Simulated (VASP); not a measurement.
Set up this calculation in VASP 6.6.1, as the native input.

```yaml
Task: single point
Functional: LDA
Potentials_or_basis: VASP PAW LDA potentials, release 64 (B, As)
Cutoff: 520 eV
k_mesh: 18 × 18 × 16
Occupations: fermi-dirac, width 0.08 eV
Spin: no spin polarisation
Dipole_correction: no
Further_INCAR_settings: ALGO = Normal; EDIFF = 1e-06; NBANDS = 11
```

The structure of BAs (WC type) lies in POSCAR:

```
BAs
1.0
    2.6339921989      0.0000000000      0.0000000000
   -1.3169960994      2.2811041576      0.0000000000
    0.0000000000      0.0000000000      2.6225604598
B As
1 1
Direct
    0.0000000000      0.0000000000      0.0000000000
    0.3333333333      0.6666666667      0.5000000000
```

The input as run:

INCAR

```
SYSTEM = BAs
PREC     = Accurate       ! precision mode
ENCUT    = 520            ! plane-wave cutoff, eV
EDIFF    = 1E-6           ! SCF threshold, eV
ISMEAR   = -1             ! smearing method
SIGMA    = 0.08           ! smearing width, eV
LREAL    = .FALSE.        ! projectors in reciprocal space
LASPH    = .TRUE.         ! aspherical terms in the spheres
NELM     = 80             ! most SCF steps
ALGO     = Normal         ! electronic algorithm
ISIF     = 2              ! what is computed and relaxed
LWAVE    = .FALSE.        ! write WAVECAR
LCHARG   = .FALSE.        ! write CHGCAR
NBANDS   = 11             ! bands
```

KPOINTS

```
Automatic mesh
0
G
  18 18 16
  0 0 0
```

Potentials or basis: VASP PAW LDA potentials, release 64 (B, As).

Launch:

```sh
$ cat potpaw_LDA.64/B/POTCAR potpaw_LDA.64/As/POTCAR > POTCAR
$ mpirun -np 1 vasp_std > vasp.out
```

It gave:

```json
{
  "Pressure": "145.3 GPa",
  "Band gap on the k mesh": "zero (band 4 reaches 17.81 eV, above the bottom of band 5 at 8.88 eV)"
}
```

Run time: 21 s on 1 thread of Intel(R) Xeon(R) Platinum 8488C (Sapphire Rapids), with other jobs on the host, peak memory 0.17 GiB.
